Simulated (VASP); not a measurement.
# MoS2 (P6_3/mmc) in VASP: further runs

Runs on MoS2. Level: PBEsol. Tasks: single point.

Program: VASP 6.6.1. These are calculated values, not measurements. Logs are shortened: lines on timing, memory, paths and dates and some standing lists are left out, and cuts for length are marked.

### Step 1. The cell of the first run

The structure is hexagonal, space group P6_3/mmc (No. 194). The conventional cell has a = 3.142 Å, b = 3.142 Å, c = 13.073 Å, α = 90.00°, β = 90.00°, γ = 120.00°. Mo (site symmetry -6m2) has 6 S at 2.43 Å and 6 Mo at 3.14 Å within 3.2 Å. Within 3.2 Å of S (site symmetry 3m) lie 3 Mo at 2.43 Å and 6 S at 3.14 Å.

### Step 2. Single point, PBEsol

Contents of INCAR:

```
PREC = Accurate
ENCUT = 520
EDIFF = 1E-6
ISMEAR = 1
SIGMA = 0.166
LREAL = False
LASPH = True
NELM = 80
ALGO = Normal
ISIF = 2
LWAVE = False
LCHARG = False
GGA = PS
NBANDS = 35
```

Contents of KPOINTS:

```
regular mesh
0
Gamma
  12 12 2
```

Contents of POSCAR:

```
MoS2
1.0
    3.1416453610      0.0000000000      0.0000000000
   -1.5708226805      2.7207446923      0.0000000000
    0.0000000000      0.0000000000     13.0731000000
Mo S
2 4
Direct
    0.3333333333      0.6666666667      0.2500000000
    0.6666666667      0.3333333333      0.7500000000
    0.3333333333      0.6666666667      0.6259932117
    0.6666666667      0.3333333333      0.1259932117
    0.3333333333      0.6666666667      0.8740067883
    0.6666666667      0.3333333333      0.3740067883
```

Potentials or basis: VASP PAW PBE potentials, release 64 (Mo_sv, S).

The run is started by

```bash
$ cat potpaw_PBE.64/Mo_sv/POTCAR potpaw_PBE.64/S/POTCAR > POTCAR
$ mpirun -np 1 vasp_std > vasp.out
```

OUTCAR:

```text
PREC = Accurate
   ENCUT = 520
   EDIFF = 1E-6
   ISMEAR = 1
   LREAL = False
   LASPH = True
   NELM = 80
   ISIF = 2
   GGA = PS

 ion  position               nearest neighbor table
   1  0.333  0.667  0.250-   4 2.43   6 2.43   4 2.43   6 2.43   4 2.43   6 2.43
   2  0.667  0.333  0.750-   3 2.43   5 2.43   3 2.43   5 2.43   3 2.43   5 2.43
   3  0.333  0.667  0.626-   2 2.43   2 2.43   2 2.43
   4  0.667  0.333  0.126-   1 2.43   1 2.43   1 2.43
   5  0.333  0.667  0.874-   2 2.43   2 2.43   2 2.43
   6  0.667  0.333  0.374-   1 2.43   1 2.43   1 2.43

  LATTYP: Found a hexagonal cell.
 ALAT       =     3.1416453610
 C/A-ratio  =     4.1612271590

  Lattice vectors:

 A1 = (   3.1416453610,   0.0000000000,   0.0000000000)
 A2 = (  -1.5708226805,   2.7207446923,   0.0000000000)
 A3 = (   0.0000000000,   0.0000000000,  13.0731000000)

Analysis of symmetry for initial positions (statically):
=====================================================================
 Subroutine PRICEL returns:
 Original cell was already a primitive cell.

 Routine SETGRP: Setting up the symmetry group for a
 hexagonal supercell.

 Subroutine GETGRP returns: Found 24 space group operations
 (whereof 12 operations were pure point group operations)
 out of a pool of 24 trial point group operations.

The static configuration has the point symmetry D_3d.
 The point group associated with its full space group is D_6h.

Analysis of symmetry for dynamics (positions and initial velocities):
=====================================================================
 Subroutine PRICEL returns:
 Original cell was already a primitive cell.

 Routine SETGRP: Setting up the symmetry group for a
 hexagonal supercell.

 Subroutine GETGRP returns: Found 24 space group operations
 (whereof 12 operations were pure point group operations)
 out of a pool of 24 trial point group operations.

The dynamic configuration has the point symmetry D_3d.
 The point group associated with its full space group is D_6h.

 Subroutine INISYM returns: Found 24 space group operations
 (whereof 12 operations are pure point group operations),
 and found     1 'primitive' translations

----------------------------------------------------------------------------------------

                                     Primitive cell

  volume of cell :     111.7438

  direct lattice vectors                    reciprocal lattice vectors
     3.141645361  0.000000000  0.000000000     0.318304546  0.183773215  0.000000000
    -1.570822681  2.720744692  0.000000000     0.000000000  0.367546431  0.000000000
     0.000000000  0.000000000 13.073100000     0.000000000  0.000000000  0.076492951

  length of vectors
     3.141645361  3.141645361 13.073100000     0.367546431  0.367546431  0.076492951

  position of ions in fractional coordinates (direct lattice)
     0.333333333  0.666666667  0.250000000
     0.666666667  0.333333333  0.750000000
     0.333333333  0.666666667  0.625993212
     0.666666667  0.333333333  0.125993212
     0.333333333  0.666666667  0.874006788
     0.666666667  0.333333333  0.374006788

  ion indices of the primitive-cell ions
   primitive index   ion index
                 1           1
                 2           2
                 3           3
                 4           4
                 5           5
                 6           6

----------------------------------------------------------------------------------------

 KPOINTS: regular mesh

Automatic generation of k-mesh.
 Grid dimensions read from file:
 generate k-points for:   12   12    2

 Generating k-lattice:

  Cartesian coordinates                     Fractional coordinates (reciprocal lattice)
     0.026525379  0.015314435  0.000000000     0.083333333 -0.000000000  0.000000000
     0.000000000  0.030628869  0.000000000     0.000000000  0.083333333  0.000000000
     0.000000000  0.000000000  0.038246476     0.000000000  0.000000000  0.500000000

  Length of vectors
     0.030628869  0.030628869  0.038246476

  Shift w.r.t. Gamma in fractional coordinates (k-lattice)
     0.000000000  0.000000000  0.000000000

 Subroutine IBZKPT returns following result:
 ===========================================

 Found     38 irreducible k-points:

 Following reciprocal coordinates:
            Coordinates               Weight
  0.000000  0.000000  0.000000      1.000000
  0.083333  0.000000  0.000000      6.000000
  0.166667  0.000000  0.000000      6.000000
  0.250000  0.000000  0.000000      6.000000
  0.333333  0.000000  0.000000      6.000000
  0.416667  0.000000  0.000000      6.000000
[... 16 lines left out ...]
  0.250000  0.000000  0.500000      6.000000
  0.333333  0.000000  0.500000      6.000000
 [... further k-points ...]
   k-points           NKPTS =     38   k-points in BZ     NKDIM =     38   number of bands    NBANDS=     35
   number of dos      NEDOS =    301   number of ions     NIONS =      6
   total plane-waves  NPLWV =  56448
   dimension x,y,z NGX =    24 NGY =   24 NGZ =   98
   dimension x,y,z NGXF=    48 NGYF=   48 NGZF=  196
   ions per type =               2   4
   NGX,Y,Z   is equivalent  to a cutoff of  12.70, 12.70, 12.46 a.u.
   NGXF,Y,Z  is equivalent  to a cutoff of  25.40, 25.40, 24.92 a.u.
 SYSTEM =  unknown system
   PREC   = accura    normal or accurate (medium, high low for compatibility)
   ISTART =      0    job   : 0-new  1-cont  2-samecut
   ICHARG =      2    charge: 1-file 2-atom 10-const
   ISPIN  =      1    spin polarized calculation?
   LNONCOLLINEAR =      F non collinear calculations
   LSORBIT =      F    spin-orbit coupling
   LASPH  =      T    aspherical Exc in radial PAW
   ENCUT  =  520.0 eV  38.22 Ry    6.18 a.u.   5.84  5.84 24.31*2*pi/ulx,y,z
   NELM   =     80;   NELMIN=  2; NELMDL= -5     # of ELM steps
   EDIFF  = 0.1E-05   stopping-criterion for ELM
   LREAL  =      F    real-space projection
   EDIFFG = 0.1E-04   stopping-criterion for IOM
   NSW    =      0    number of steps for IOM
   IBRION =     -1    ionic relax: 0-MD 1-quasi-New 2-CG
   NFREE  =      0    steps in history (QN), initial steepest desc. (CG)
   ISIF   =      2    stress and relaxation
   ISYM   =      2    0-nonsym 1-usesym 2-fastsym
   POTIM  = 0.5000    time-step for ionic-motion
   TEBEG  =    0.0;   TEEND  =   0.0 temperature during run
   PSTRESS=    0.0 pullay stress
   NELECT =      52.0000    total number of electrons
   NUPDOWN=      -1.0000    fix difference up-down
   EMIN   =  10.00;   EMAX   =-10.00  energy-range for DOS
   EFERMI =   0.00;   METHOD = LEGACY
   ISMEAR =     1;   SIGMA  =   0.17  broadening in eV -4-tet -1-fermi 0-gaus
   EFERMI_NEDOS =   21; number of points for ismear=-14 and -15
   IALGO  =     38    algorithm
   IMIX   =      4    mixing-type and parameters
     AMIX     =   0.40;   BMIX     =  1.00
     AMIX_MAG =   1.60;   BMIX_MAG =  1.00
  volume/ion in A,a.u.               =      18.62       125.68
  Fermi-wavevector in a.u.,A,eV,Ry     =   1.268629  2.397362 21.897496  1.609421
  Thomas-Fermi vector in A             =   2.401714
   LORBIT       =      0    0 simple, 1 ext, 2 COOP (PROOUT), +10 PAW based schemes
   GGA     = PS    functional components
   LHFCALC =     F    Hartree Fock is set to
   AEXX    =    0.0000 exact exchange contribution
   IVDW    =     0    specifies the selected vdW correction
   LEPSILON=     F    determine dielectric tensor
   LRPA    =     F    only Hartree local field effects (RPA)
 non-spin polarized calculation
 Methfessel and Paxton  Order N= 1 SIGMA  =   0.17
  energy-cutoff  :      520.00
  volume of cell :      111.74
 maximum number of plane-waves:      3032
 NGX is ok and might be reduce to    24
   NGX = 11   NGY = 11   NGZ = 49

 number of electron      52.0000004 magnetization

 Free energy of the ion-electron system (eV)
  ---------------------------------------------------
  ext. energy  EPLUGINS =         0.00000000
  ---------------------------------------------------
  free energy    TOTEN  =       -46.76069353 eV

  energy without entropy =      -46.76186693  energy(sigma->0) =      -46.76108466

 E-fermi :   6.4853     XC(G=0): -10.7258

 val. band max:        6.4708251755   @ k =   0.0000   0.0000   0.0000
 cond. band min:       7.6235853031   @ k =   0.1667   0.1667   0.0000
 fundamental gap:      1.1527601276
 Fermi energy:         6.4852817097

 k-point     1 :       0.0000    0.0000    0.0000
  band No.  band energies     occupation
      1     -54.5204      2.00000
      2     -54.5204      2.00000
      3     -28.7108      2.00000
      4     -28.7108      2.00000
      5     -28.4374      2.00000
      6     -28.4374      2.00000
[... 27 lines left out ...]
     34       9.2363     -0.00000
     35      12.4571      0.00000

 k-point     2 :       0.0833    0.0000    0.0000
  band No.  band energies     occupation
      1     -54.5175      2.00000
      2     -54.5174      2.00000
      3     -28.7053      2.00000
      4     -28.7053      2.00000
      5     -28.4659      2.00000
      6     -28.4659      2.00000
[... 27 lines left out ...]
     34       9.2605     -0.00000
     35      12.9428      0.00000

 k-point     3 :       0.1667    0.0000    0.0000
  band No.  band energies     occupation
      1     -54.5094      2.00000
      2     -54.5094      2.00000
      3     -28.6903      2.00000
      4     -28.6903      2.00000
      5     -28.5432      2.00000
      6     -28.5432      2.00000
[... 27 lines left out ...]
     34       9.6620     -0.00000
     35      13.7372      0.00000
[... 723 lines left out ...]
 k-point    23 :       0.2500    0.0000    0.5000
  band No.  band energies     occupation
      1     -54.4985      2.00000
      2     -54.4985      2.00000
      3     -28.6697      2.00000
      4     -28.6697      2.00000
      5     -28.6473      2.00000
      6     -28.6473      2.00000
[... 27 lines left out ...]
     34       9.9911      0.00000
     35      14.0479      0.00000

 k-point    24 :       0.3333    0.0000    0.5000
  band No.  band energies     occupation
      1     -54.4875      2.00000
      2     -54.4875      2.00000
      3     -28.7498      2.00000
      4     -28.7498      2.00000
      5     -28.6490      2.00000
      6     -28.6490      2.00000
[... 27 lines left out ...]
     34      10.2417      0.00000
     35      13.5190      0.00000

 [... further k-points ...]

------------------------ aborting loop because EDIFF is reached ----------------------------------------

  FORCE on cell =-STRESS in cart. coord.  units (eV):
  Direction    XX          YY          ZZ          XY          YZ          ZX
  --------------------------------------------------------------------------------------
  -------------------------------------------------------------------------------------
  Total       -2.4119972     -2.4119972     -7.4346232      0.0000000      0.0000000      0.0000000
  in kB      -34.5830940    -34.5830940   -106.5972529      0.0000000      0.0000000      0.0000000
  external PRESSURE =     -58.5878136 kB  Pullay stress =       0.0000000 kB

 VOLUME and BASIS-vectors are now :
 -----------------------------------------------------------------------------
  energy-cutoff  :      520.00
  volume of cell :      111.74
      direct lattice vectors                 reciprocal lattice vectors
     3.141645361  0.000000000  0.000000000     0.318304546  0.183773215  0.000000000
    -1.570822681  2.720744692  0.000000000     0.000000000  0.367546431  0.000000000
     0.000000000  0.000000000 13.073100000     0.000000000  0.000000000  0.076492951

 POSITION                                       TOTAL-FORCE (eV/Angst)
 -----------------------------------------------------------------------------------
     -0.00000      1.81383      3.26828         0.000000     -0.000000      0.000000
      1.57082      0.90691      9.80483        -0.000000      0.000000      0.000000
     -0.00000      1.81383      8.18367         0.000000      0.000000      1.094001
      1.57082      0.90691      1.64712         0.000000      0.000000      1.094001
     -0.00000      1.81383     11.42598        -0.000000     -0.000000     -1.094001
      1.57082      0.90691      4.88943        -0.000000      0.000000     -1.094001
 -----------------------------------------------------------------------------------
    total drift:                                0.000000     -0.000000      0.000000

  FREE ENERGIE OF THE ION-ELECTRON SYSTEM (eV)
  ---------------------------------------------------
  free  energy   TOTEN  =       -46.7606935289 eV

  energy  without entropy=      -46.7618669345  energy(sigma->0) =      -46.76108466
```

It took 2.1 min on 1 thread of Intel Xeon 6975P-C, shared host; peak memory 0.29 GiB.

What came out:

* Free energy: -46.7607 eV
* Pressure: -5.9 GPa
* Largest force: 1.094 eV/Å
* Band gap on the k mesh: 1.15 eV, indirect (least direct gap 1.85 eV)

Forces on the atoms (eV/Å):
```
Mo   0.000  0.000  0.000
Mo   0.000  0.000  0.000
S    0.000  0.000  1.094
S    0.000  0.000  1.094
S    0.000  0.000 -1.094
S    0.000  0.000 -1.094
```

Levels at points of the mesh, in eV from the valence-band top:
```tsv
k point	band 23	band 24	band 25	band 26	band 27	band 28	band 29	band 30
(0.00, 0.00, 0.00)	-1.43	-1.31	-0.97	0.00	2.59	2.59	2.61	2.61
(0.50, 0.00, 0.00)	-1.03	-0.96	-0.93	-0.91	2.19	2.21	2.45	2.72
(0.00, 0.00, 0.50)	-1.45	-1.45	-0.27	-0.27	2.59	2.59	2.59	2.59
(0.50, 0.00, 0.50)	-0.97	-0.97	-0.95	-0.95	2.20	2.20	2.59	2.59
```

Caveat: the PAW data sets were made with another functional, which shifts forces and pressure a little; this functional lacks dispersion, which binds the layers, so the pressure and a relaxed spacing across them are unreliable. A k mesh can miss the band edges.

(Part 1 of 2 ends here.)
